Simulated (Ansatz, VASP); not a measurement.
SiC in VASP and in Ansatz

File POSCAR:

```
SiC
1.0
    0.0000000000      2.2651744451      2.2651744451
    2.2651744451      0.0000000000      2.2651744451
    2.2651744451      2.2651744451      0.0000000000
Si C
1 1
Direct
    0.0000000000      0.0000000000      0.0000000000
    0.2500000000      0.2500000000      0.2500000000
```

Contents of INCAR.step1:

```
SYSTEM = SiC
ALGO     = Normal         ! electronic algorithm
EDIFF    = 1E-5           ! SCF threshold, eV
ENCUT    = 520            ! plane-wave cutoff, eV
GGA      = PE             ! functional
ISIF     = 2              ! what is computed and relaxed
ISMEAR   = 0              ! smearing method
LASPH    = .TRUE.         ! aspherical terms in the spheres
LCHARG   = .FALSE.        ! write CHGCAR
LREAL    = .FALSE.        ! projectors in reciprocal space
LWAVE    = .TRUE.         ! write WAVECAR
NBANDS   = 11             ! bands
NELM     = 80             ! most SCF steps
PREC     = Accurate       ! precision mode
SIGMA    = 0.01           ! smearing width, eV
```

INCAR.step2

```
SYSTEM = SiC
ALGO     = Normal         ! electronic algorithm
EDIFF    = 1E-7           ! SCF threshold, eV
ENCUT    = 520            ! plane-wave cutoff, eV
GGA      = PE             ! functional
HFSCREEN = 0.2079         ! screening, 1/A
ISIF     = 2              ! what is computed and relaxed
ISMEAR   = 0              ! smearing method
ISTART   = 1            
LASPH    = .TRUE.         ! aspherical terms in the spheres
LCHARG   = .FALSE.        ! write CHGCAR
LHFCALC  = .TRUE.         ! exact exchange
LREAL    = .FALSE.        ! projectors in reciprocal space
LWAVE    = .FALSE.        ! write WAVECAR
NBANDS   = 11             ! bands
NELM     = 80             ! most SCF steps
PREC     = Accurate       ! precision mode
PRECFOCK = Normal       
SIGMA    = 0.01           ! smearing width, eV
```

File KPOINTS:

```
k-points
0
G
  8 8 8
  0 0 0
```

Input for Ansatz:

```yaml
crystal:
  lattice:
    - [0.0, 2.2651744451, 2.2651744451]
    - [2.2651744451, 0.0, 2.2651744451]
    - [2.2651744451, 2.2651744451, 0.0]
  atoms:
    - { symbol: Si, position: [0.0, 0.0, 0.0] }
    - { symbol: C, position: [0.25, 0.25, 0.25] }
kpoints:
  mp_grid: { grid: [8, 8, 8] }
  band_path:
    path:
      - [0.0, 0.0, 0.0]
      - [-0.5, -0.5, 0.0]
      - [-0.375, -0.375, 0.25]
      - [-0.375, 0.0, 0.375]
      - [0.0, 0.0, 0.5]
      - [-0.5, -0.25, 0.25]
      - [0.0, 0.5, 0.5]
    npoints: 1
hamiltonian:
  xc: hse06
scf:
  occupations: { method: fixed }
  n_extra_bands: 4
output:
  forces: true
  stress: true
  eigenvalues: true
```

Change from the starting cell: hydrostatic strain +4.0%.

Alike in both runs: task single point; functional HSE06; k mesh 8 × 8 × 8; no spin polarisation.

|  | VASP | Ansatz |
| --- | --- | --- |
| version | VASP 6.6.1 | Ansatz 0.2.0 |
| potentials or method | VASP PAW PBE potentials, release 64 (Si, C) | plane waves, PAW |
| plane-wave cutoff (eV) | 520 | 420 |
| occupations | gaussian, width 0.01 eV | fixed |
| valence electrons in the cell | 8 | 8 |

Ansatz gave:

| Property | Result |
| --- | --- |
| gap on the k mesh at the Fermi level (eV) | 2.29 |
| pressure (GPa) | -22.5 |

Q: What did VASP give for the same quantities?

A: gap on the k mesh at the Fermi level (eV): 2.29; pressure (GPa): -22.7.

Ansatz's warnings: stress exchange threshold loose, stress scf threshold loose.
